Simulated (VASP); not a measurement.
Set up this calculation in VASP 6.6.1, as the native input.

```yaml
Task: relaxation of cell and atoms
Functional: PBE
Potentials_or_basis: VASP PAW PBE potentials, release 64 (Li_sv)
Cutoff: 750 eV
k_mesh: 8 × 8 × 4
Occupations: methfessel-paxton, width 0.1 eV
Spin: no spin polarisation
Dipole_correction: no
Further_INCAR_settings: ALGO = Normal; EDIFF = 1e-07; IBRION = 2; EDIFFG = -0.03; NSW = 80; ISIF = 3
```

The structure of Li lies in POSCAR:

```
Li
1.0
    3.1300000000      0.0000000000      0.0000000000
   -1.5650000000      2.7106595138      0.0000000000
    0.0000000000      0.0000000000      5.1112900000
Li
2
Direct
    0.3333333333      0.6666666667      0.2500000000
    0.6666666667      0.3333333333      0.7500000000
```

One way to write it, as run:

INCAR

```
SYSTEM = Li
PREC = Accurate ; ENCUT = 750
EDIFF = 1E-7 ; ISMEAR = 1
SIGMA = 0.1 ; LREAL = .False.
LASPH = .True. ; NELM = 120
ALGO = Normal ; ISIF = 3
LWAVE = .False. ; LCHARG = .False.
GGA = PE ; IBRION = 2
NSW = 80 ; EDIFFG = -0.03
GGA_COMPAT = .False. ; NELMIN = 4
```

KPOINTS

```
regular mesh
0
Gamma
  8 8 4
  0 0 0
```

Potentials or basis: VASP PAW PBE potentials, release 64 (Li_sv).

Launch:

```console
$ cat potpaw_PBE.64/Li_sv/POTCAR > POTCAR
$ mpirun -np 1 vasp_std > vasp.out
```

Results of the run:

```json
{
 "Relaxed volume": "20.28 Å³/atom",
 "Relaxed cell": "a = 3.077 Å, b = 3.077 Å, c = 4.946 Å, α = 90.00°, β = 90.00°, γ = 120.00°",
 "Space group after relaxing (to 0.05 Å)": "P6_3/mmc (No. 194)",
 "Energy gained by relaxing": "5.2 meV/atom",
 "Ionic steps": "3",
 "Pressure after relaxing": "-0.1 GPa",
 "Band gap on the k mesh": "zero (band 3 reaches 2.23 eV, above the bottom of band 4 at -1.81 eV)"
}
```

Wall time 34 s on 1 thread of AMD EPYC 7R43 64-Core Processor (Zen 3), with other jobs on the host, peak memory 0.15 GiB.
